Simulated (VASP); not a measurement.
Set up this calculation in VASP 6.6.1, as the native input.

```yaml
Task: single point
Functional: PBEsol
Potentials_or_basis: VASP PAW PBE potentials, release 64 (Pt)
Cutoff: 520 eV
k_mesh: 14 × 14 × 14
Occupations: fermi-dirac, width 0.136057 eV
Spin: no spin polarisation
Dipole_correction: no
Further_INCAR_settings: ALGO = Normal; EDIFF = 1e-07; NBANDS = 11
```

The structure of Pt lies in POSCAR:

```
Pt
1.0
    0.0000000000      1.9596931354      1.9596931354
    1.9596931354      0.0000000000      1.9596931354
    1.9596931354      1.9596931354      0.0000000000
Pt
1
Direct
    0.0000000000      0.0000000000      0.0000000000
```

The input as run:

INCAR

```
SYSTEM = Pt
PREC = Accurate
ENCUT = 520
EDIFF = 1E-7
ISMEAR = -1
SIGMA = 0.13605693000000002
LREAL = .False.
LASPH = .True.
NELM = 80
ALGO = Normal
ISIF = 2
LWAVE = .False.
LCHARG = .False.
GGA = PS
NBANDS = 11
```

KPOINTS

```
regular mesh
0
Gamma
  14 14 14
  0 0 0
```

Potentials or basis: VASP PAW PBE potentials, release 64 (Pt).

Run with:

```console
$ cat potpaw_PBE.64/Pt/POTCAR > POTCAR
$ mpirun -np 1 vasp_std > vasp.out
```

Results of the run:

```json
{"Pressure": "-0.1 GPa", "Band gap on the k mesh": "zero (band 5 reaches 11.64 eV, above the bottom of band 6 at 9.39 eV)"}
```

Caveat: the PAW data sets were made with another functional, which shifts forces and pressure a little; spin-orbit coupling is left out, which moves the levels of the heavy elements.

It took 32 s on 1 thread of Intel Xeon 8259CL, on a shared host, peak memory 0.15 GiB.
